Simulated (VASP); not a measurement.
# LiH (Fm-3m) in VASP: a series of runs

LiH is run at these levels: PBE, r2SCAN; tasks: single point.

Everything below comes from runs of VASP 6.6.1. Logs are shortened: lines on timing, memory, paths and dates and some standing lists are left out, and cuts for length are marked.

### Step 1. The cell of the first run

Symmetry: Fm-3m, No. 225, cubic system. Conventional cell: a = 4.164 Å, b = 4.164 Å, c = 4.164 Å, α = 90.00°, β = 90.00°, γ = 90.00°. Within 2.8 Å of Li (site symmetry m-3m) lie 6 H at 2.08 Å. H (site symmetry m-3m) has 6 Li at 2.08 Å within 2.8 Å.

### Step 2. Single point, PBE

INCAR

```
ALGO     = Normal         # electronic algorithm
EDIFF    = 1E-6           # SCF threshold, eV
ENCUT    = 750            # plane-wave cutoff, eV
GGA      = PE             # functional
GGA_COMPAT= F            
ISIF     = 2              # what is computed and relaxed
ISMEAR   = 0              # smearing method
LASPH    = T              # aspherical terms in the spheres
LCHARG   = F              # write CHGCAR
LREAL    = F              # projectors in reciprocal space
LWAVE    = F              # write WAVECAR
NBANDS   = 9              # bands
NELM     = 120            # most SCF steps
PREC     = Accurate       # precision mode
SIGMA    = 0.01           # smearing width, eV
```

KPOINTS

```
k-points
0
Gamma
  4 4 4
```

POSCAR

```
LiH
1.0
    0.0000000000      2.0820493800      2.0820493800
    2.0820493800      0.0000000000      2.0820493800
    2.0820493800      2.0820493800      0.0000000000
Li H
1 1
Direct
    0.0000000000      0.0000000000      0.0000000000
    0.5000000000      0.5000000000      0.5000000000
```

Potentials or basis: VASP PAW PBE potentials, release 64 (Li_sv, H).

Command:

```
cat potpaw_PBE.64/Li_sv/POTCAR potpaw_PBE.64/H/POTCAR > POTCAR
mpirun -np 1 vasp_std > vasp.out
```

OUTCAR:

```text
EDIFF = 1E-6
   ENCUT = 750
   GGA = PE
   ISIF = 2
   ISMEAR = 0
   LASPH = T
   LREAL = F
   NELM = 120
   PREC = Accurate

 ion  position               nearest neighbor table
   1  0.000  0.000  0.000-
   2  0.500  0.500  0.500-

  LATTYP: Found a face centered cubic cell.
 ALAT       =     4.1640987600

  Lattice vectors:

 A1 = (   0.0000000000,   2.0820493800,   2.0820493800)
 A2 = (   2.0820493800,   0.0000000000,   2.0820493800)
 A3 = (   2.0820493800,   2.0820493800,   0.0000000000)

Analysis of symmetry for initial positions (statically):
=====================================================================
 Subroutine PRICEL returns:
 Original cell was already a primitive cell.

 Routine SETGRP: Setting up the symmetry group for a
 face centered cubic supercell.

 Subroutine GETGRP returns: Found 48 space group operations
 (whereof 48 operations were pure point group operations)
 out of a pool of 48 trial point group operations.

The static configuration has the point symmetry O_h .

Analysis of symmetry for dynamics (positions and initial velocities):
=====================================================================
 Subroutine PRICEL returns:
 Original cell was already a primitive cell.

 Routine SETGRP: Setting up the symmetry group for a
 face centered cubic supercell.

 Subroutine GETGRP returns: Found 48 space group operations
 (whereof 48 operations were pure point group operations)
 out of a pool of 48 trial point group operations.

The dynamic configuration has the point symmetry O_h .

 Subroutine INISYM returns: Found 48 space group operations
 (whereof 48 operations are pure point group operations),
 and found     1 'primitive' translations

----------------------------------------------------------------------------------------

                                     Primitive cell

  volume of cell :      18.0511

  direct lattice vectors                    reciprocal lattice vectors
     0.000000000  2.082049380  2.082049380    -0.240148003  0.240148003  0.240148003
     2.082049380  0.000000000  2.082049380     0.240148003 -0.240148003  0.240148003
     2.082049380  2.082049380  0.000000000     0.240148003  0.240148003 -0.240148003

  length of vectors
     2.944462471  2.944462471  2.944462471     0.415948542  0.415948542  0.415948542

  position of ions in fractional coordinates (direct lattice)
     0.000000000  0.000000000  0.000000000
     0.500000000  0.500000000  0.500000000

  ion indices of the primitive-cell ions
   primitive index   ion index
                 1           1
                 2           2

----------------------------------------------------------------------------------------

 KPOINTS: k-points

Automatic generation of k-mesh.
 Grid dimensions read from file:
 generate k-points for:    4    4    4

 Generating k-lattice:

  Cartesian coordinates                     Fractional coordinates (reciprocal lattice)
    -0.060037001  0.060037001  0.060037001     0.250000000  0.000000000  0.000000000
     0.060037001 -0.060037001  0.060037001     0.000000000  0.250000000  0.000000000
     0.060037001  0.060037001 -0.060037001     0.000000000  0.000000000  0.250000000

  Length of vectors
     0.103987135  0.103987135  0.103987135

  Shift w.r.t. Gamma in fractional coordinates (k-lattice)
     0.000000000  0.000000000  0.000000000

 Subroutine IBZKPT returns following result:
 ===========================================

 Found      8 irreducible k-points:

 Following reciprocal coordinates:
            Coordinates               Weight
  0.000000  0.000000  0.000000      1.000000
  0.250000  0.000000  0.000000      8.000000
  0.500000  0.000000  0.000000      4.000000
  0.250000  0.250000  0.000000      6.000000
  0.500000  0.250000  0.000000     24.000000
 -0.250000  0.250000  0.000000     12.000000
  0.500000  0.500000  0.000000      3.000000
 -0.250000  0.500000  0.250000      6.000000
   k-points           NKPTS =      8   k-points in BZ     NKDIM =      8   number of bands    NBANDS=      9
   number of dos      NEDOS =    301   number of ions     NIONS =      2
   total plane-waves  NPLWV =  21952
   dimension x,y,z NGX =    28 NGY =   28 NGZ =   28
   dimension x,y,z NGXF=    56 NGYF=   56 NGZF=   56
   ions per type =               1   1
   NGX,Y,Z   is equivalent  to a cutoff of  15.81, 15.81, 15.81 a.u.
   NGXF,Y,Z  is equivalent  to a cutoff of  31.62, 31.62, 31.62 a.u.
 SYSTEM =  unknown system
   PREC   = accura    normal or accurate (medium, high low for compatibility)
   ISTART =      0    job   : 0-new  1-cont  2-samecut
   ICHARG =      2    charge: 1-file 2-atom 10-const
   ISPIN  =      1    spin polarized calculation?
   LNONCOLLINEAR =      F non collinear calculations
   LSORBIT =      F    spin-orbit coupling
   LASPH  =      T    aspherical Exc in radial PAW
   ENCUT  =  750.0 eV  55.12 Ry    7.42 a.u.   6.57  6.57  6.57*2*pi/ulx,y,z
   NELM   =    120;   NELMIN=  2; NELMDL= -5     # of ELM steps
   EDIFF  = 0.1E-05   stopping-criterion for ELM
   LREAL  =      F    real-space projection
   EDIFFG = 0.1E-04   stopping-criterion for IOM
   NSW    =      0    number of steps for IOM
   IBRION =     -1    ionic relax: 0-MD 1-quasi-New 2-CG
   NFREE  =      0    steps in history (QN), initial steepest desc. (CG)
   ISIF   =      2    stress and relaxation
   ISYM   =      2    0-nonsym 1-usesym 2-fastsym
   POTIM  = 0.5000    time-step for ionic-motion
   TEBEG  =    0.0;   TEEND  =   0.0 temperature during run
   PSTRESS=    0.0 pullay stress
   NELECT =       4.0000    total number of electrons
   NUPDOWN=      -1.0000    fix difference up-down
   EMIN   =  10.00;   EMAX   =-10.00  energy-range for DOS
   EFERMI =   0.00;   METHOD = LEGACY
   ISMEAR =     0;   SIGMA  =   0.01  broadening in eV -4-tet -1-fermi 0-gaus
   EFERMI_NEDOS =   21; number of points for ismear=-14 and -15
   IALGO  =     38    algorithm
   IMIX   =      4    mixing-type and parameters
     AMIX     =   0.40;   BMIX     =  1.00
     AMIX_MAG =   1.60;   BMIX_MAG =  1.00
  volume/ion in A,a.u.               =       9.03        60.91
  Fermi-wavevector in a.u.,A,eV,Ry     =   0.990666  1.872087 13.353010  0.981419
  Thomas-Fermi vector in A             =   2.122352
   LORBIT       =      0    0 simple, 1 ext, 2 COOP (PROOUT), +10 PAW based schemes
   GGA     = PE    functional components
   LHFCALC =     F    Hartree Fock is set to
   AEXX    =    0.0000 exact exchange contribution
   IVDW    =     0    specifies the selected vdW correction
   LEPSILON=     F    determine dielectric tensor
   LRPA    =     F    only Hartree local field effects (RPA)
 non-spin polarized calculation
 Gauss-broadening in eV      SIGMA  =   0.01
  energy-cutoff  :      750.00
  volume of cell :       18.05
 maximum number of plane-waves:       869
 NGX is ok and might be reduce to    28
   NGX = 13   NGY = 13   NGZ = 13

 number of electron       4.0000000 magnetization

 Free energy of the ion-electron system (eV)
  ---------------------------------------------------
  ext. energy  EPLUGINS =         0.00000000
  ---------------------------------------------------
  free energy    TOTEN  =        -6.09260842 eV

  energy without entropy =       -6.09260842  energy(sigma->0) =       -6.09260842

 E-fermi :  -0.1666     XC(G=0):  -8.1461

 val. band max:       -0.3998280275   @ k =   0.5000   0.5000   0.0000
 cond. band min:       2.6447955614   @ k =   0.5000   0.5000   0.0000
 fundamental gap:      3.0446235889
 Fermi energy:        -0.1665533654

 k-point     1 :       0.0000    0.0000    0.0000
  band No.  band energies     occupation
      1     -44.8337      2.00000
      2      -5.4204      2.00000
      3      14.2694      0.00000
      4      16.3478      0.00000
      5      16.3478      0.00000
      6      16.3478      0.00000
      7      20.8655      0.00000
      8      20.8655      0.00000
      9      20.8655      0.00000

 k-point     2 :       0.2500    0.0000    0.0000
  band No.  band energies     occupation
      1     -44.8188      2.00000
      2      -4.3963      2.00000
      3       8.7056      0.00000
      4      13.5804      0.00000
      5      15.2228      0.00000
      6      15.2228      0.00000
      7      20.3967      0.00000
      8      20.3967      0.00000
      9      21.6712      0.00000

 k-point     3 :       0.5000    0.0000    0.0000
  band No.  band energies     occupation
      1     -44.8040      2.00000
      2      -2.7192      2.00000
      3       4.2386      0.00000
      4      12.3094      0.00000
      5      15.0773      0.00000
      6      15.0773      0.00000
      7      17.5683      0.00000
      8      17.5683      0.00000
      9      24.8955      0.00000

 k-point     4 :       0.2500    0.2500    0.0000
  band No.  band energies     occupation
      1     -44.8141      2.00000
      2      -3.9618      2.00000
      3       9.3150      0.00000
      4      11.9075      0.00000
      5      11.9075      0.00000
      6      15.0488      0.00000
      7      15.9797      0.00000
      8      24.4149      0.00000
      9      27.4502      0.00000

 k-point     5 :       0.5000    0.2500    0.0000
  band No.  band energies     occupation
      1     -44.7994      2.00000
      2      -1.9193      2.00000
      3       4.8263      0.00000
      4       8.0558      0.00000
      5      11.4184      0.00000
      6      14.6450      0.00000
      7      19.7896      0.00000
      8      24.2304      0.00000
      9      25.8333      0.00000

 k-point     6 :      -0.2500    0.2500    0.0000
  band No.  band energies     occupation
      1     -44.8042      2.00000
      2      -2.7912      2.00000
      3       6.8708      0.00000
      4       7.3272      0.00000
      5      13.9638      0.00000
      6      14.3161      0.00000
      7      21.3008      0.00000
      8      23.5234      0.00000
      9      24.6701      0.00000

 k-point     7 :       0.5000    0.5000    0.0000
  band No.  band energies     occupation
      1     -44.7949      2.00000
      2      -0.3998      2.00000
      3       2.6448      0.00000
      4       9.8592      0.00000
      5       9.8592      0.00000
      6      12.8906      0.00000
      7      15.3014      0.00000
      8      31.9686      0.00000
      9      31.9689      0.00000

 k-point     8 :      -0.2500    0.5000    0.2500
  band No.  band energies     occupation
      1     -44.7947      2.00000
      2      -0.5768      2.00000
      3       4.7609      0.00000
      4       4.7609      0.00000
      5      10.4806      0.00000
      6      16.0222      0.00000
      7      22.2345      0.00000
      8      22.2345      0.00000
      9      25.5612      0.00000

------------------------ aborting loop because EDIFF is reached ----------------------------------------

  FORCE on cell =-STRESS in cart. coord.  units (eV):
  Direction    XX          YY          ZZ          XY          YZ          ZX
  --------------------------------------------------------------------------------------
  -------------------------------------------------------------------------------------
  Total       -0.3787734     -0.3787734     -0.3787734     -0.0000000     -0.0000000      0.0000000
  in kB      -33.6191693    -33.6191693    -33.6191693     -0.0000000     -0.0000000      0.0000000
  external PRESSURE =     -33.6191693 kB  Pullay stress =       0.0000000 kB

 VOLUME and BASIS-vectors are now :
 -----------------------------------------------------------------------------
  energy-cutoff  :      750.00
  volume of cell :       18.05
      direct lattice vectors                 reciprocal lattice vectors
     0.000000000  2.082049380  2.082049380    -0.240148003  0.240148003  0.240148003
     2.082049380  0.000000000  2.082049380     0.240148003 -0.240148003  0.240148003
     2.082049380  2.082049380  0.000000000     0.240148003  0.240148003 -0.240148003

 POSITION                                       TOTAL-FORCE (eV/Angst)
 -----------------------------------------------------------------------------------
      0.00000      0.00000      0.00000        -0.000000      0.000000     -0.000000
      2.08205      2.08205      2.08205         0.000000     -0.000000      0.000000
 -----------------------------------------------------------------------------------
    total drift:                                0.000000      0.000000      0.000000

  FREE ENERGIE OF THE ION-ELECTRON SYSTEM (eV)
  ---------------------------------------------------
  free  energy   TOTEN  =        -6.0926084165 eV

  energy  without entropy=       -6.0926084165  energy(sigma->0) =       -6.09260842
```

Wall time 4.6 s (1 thread of AMD EPYC 9R45 (Zen 5), shared host); peak memory 0.11 GiB.

Results:

| Item | Value |
| --- | --- |
| Free energy | -6.0926 eV |
| Pressure | -3.4 GPa |
| Band gap on the k mesh | 3.04 eV, direct |

Caveat: the k points lie up to 0.65 Å⁻¹ apart.

### Step 3. Single point, r2SCAN

This run uses another cell than the first one, of 8.51 Å³/atom, 0.943 times its volume.

POSCAR

```
LiH
1.0
    0.0000000000      2.0420000000      2.0420000000
    2.0420000000      0.0000000000      2.0420000000
    2.0420000000      2.0420000000      0.0000000000
Li H
1 1
Direct
    0.0000000000      0.0000000000      0.0000000000
    0.5000000000      0.5000000000      0.5000000000
```

INCAR.step1

```
  ALGO = Normal
  EDIFF = 1E-5
  ENCUT = 830
  GGA = PE
  GGA_COMPAT = False
  ISMEAR = 0
  LASPH = True
  LCHARG = False
  LREAL = False
  LWAVE = True
  NBANDS = 9
  NELM = 120
  PREC = Accurate
  SIGMA = 0.01
```

INCAR.step2

```
  ALGO = Normal
  EDIFF = 1E-6
  ENCUT = 830
  GGA_COMPAT = False
  ISIF = 2
  ISMEAR = 0
  ISTART = 1
  LASPH = True
  LCHARG = False
  LMIXTAU = True
  LREAL = False
  LWAVE = False
  METAGGA = R2SCAN
  NBANDS = 9
  NELM = 120
  PREC = Accurate
  SIGMA = 0.01
```

KPOINTS is that of step 2.

Potentials or basis: VASP PAW PBE potentials, release 64 (Li_sv, H).

Command:

```
cat potpaw_PBE.64/Li_sv/POTCAR potpaw_PBE.64/H/POTCAR > POTCAR
cp INCAR.step1 INCAR
mpirun -np 1 vasp_std > vasp.out
cp INCAR.step2 INCAR
mpirun -np 1 vasp_std > vasp.out
```

It used 9.7 s of CPU time on 1 thread of AMD EPYC 9R45 (Zen 5), with other jobs on the host.

The run converged. Its results:

* Free energy: -6.8025 eV
* Pressure: -1.8 GPa
* Band gap on the k mesh: 3.60 eV, direct

Levels at points of the mesh, in eV from the valence-band top:
| k point | band 1 | band 2 | band 3 | band 4 | band 5 |
| --- | --- | --- | --- | --- | --- |
| (0.00, 0.00, 0.00) | -45.80 | -5.24 | 16.87 | 18.75 | 18.75 |
| (0.50, 0.00, 0.00) | -45.76 | -2.48 | 5.51 | 14.43 | 17.57 |
| (0.50, 0.50, 0.00) | -45.75 | 0.00 | 3.60 | 11.43 | 11.43 |

Caveat: the k points lie up to 0.67 Å⁻¹ apart; the PAW data sets were made with another functional, which shifts forces and pressure a little. r2SCAN opens gaps a little over a GGA but as a rule still falls short of measured ones.

### Step 4. Single point, r2SCAN

This run uses another cell than the first one, of 8.51 Å³/atom, 0.943 times its volume.

POSCAR is that of step 3.

INCAR.step1

```
SYSTEM = LiH
PREC     = Accurate       ! precision mode
ENCUT    = 830            ! plane-wave cutoff, eV
ISMEAR   = 0              ! smearing method
SIGMA    = 0.01           ! smearing width, eV
LREAL    = .False.        ! projectors in reciprocal space
LASPH    = .True.         ! aspherical terms in the spheres
NELM     = 120            ! most SCF steps
NBANDS   = 9              ! bands
GGA      = PE             ! functional
ALGO     = Normal         ! electronic algorithm
EDIFF    = 1E-5           ! SCF threshold, eV
LWAVE    = .True.         ! write WAVECAR
LCHARG   = .False.        ! write CHGCAR
GGA_COMPAT= .False.
```

INCAR.step2

```
SYSTEM = LiH
PREC     = Accurate       ! precision mode
ENCUT    = 830            ! plane-wave cutoff, eV
EDIFF    = 1E-6           ! SCF threshold, eV
ISMEAR   = 0              ! smearing method
SIGMA    = 0.01           ! smearing width, eV
LREAL    = .False.        ! projectors in reciprocal space
LASPH    = .True.         ! aspherical terms in the spheres
NELM     = 120            ! most SCF steps
ALGO     = Normal         ! electronic algorithm
ISIF     = 2              ! what is computed and relaxed
LWAVE    = .False.        ! write WAVECAR
LCHARG   = .False.        ! write CHGCAR
METAGGA  = R2SCAN         ! meta-GGA
LMIXTAU  = .True.       
NBANDS   = 9              ! bands
ISTART   = 1            
GGA_COMPAT= .False.
```

KPOINTS

```
Automatic mesh
0
Gamma
  4 4 4
  0 0 0
```

Command:

```
cat potpaw_PBE.64/Li_sv/POTCAR potpaw_PBE.64/H/POTCAR > POTCAR
cp INCAR.step1 INCAR
mpirun -np 1 vasp_std > vasp.out
cp INCAR.step2 INCAR
mpirun -np 1 vasp_std > vasp.out
```

It used 10 s of CPU time on 1 thread of AMD EPYC 9R45 (Zen 5), with other jobs on the host.

The run converged. Its results:

```
Free energy            : -6.8025 eV
Pressure               : -1.8 GPa
Band gap on the k mesh : 3.60 eV, direct
```

Levels at points of the mesh, in eV from the valence-band top:
| k point | band 1 | band 2 | band 3 | band 4 | band 5 |
| --- | --- | --- | --- | --- | --- |
| (0.00, 0.00, 0.00) | -45.80 | -5.24 | 16.87 | 18.75 | 18.75 |
| (0.50, 0.00, 0.00) | -45.76 | -2.48 | 5.51 | 14.43 | 17.57 |
| (0.50, 0.50, 0.00) | -45.75 | 0.00 | 3.60 | 11.43 | 11.43 |

Caveat: the k points lie up to 0.67 Å⁻¹ apart; the PAW data sets were made with another functional, which shifts forces and pressure a little.
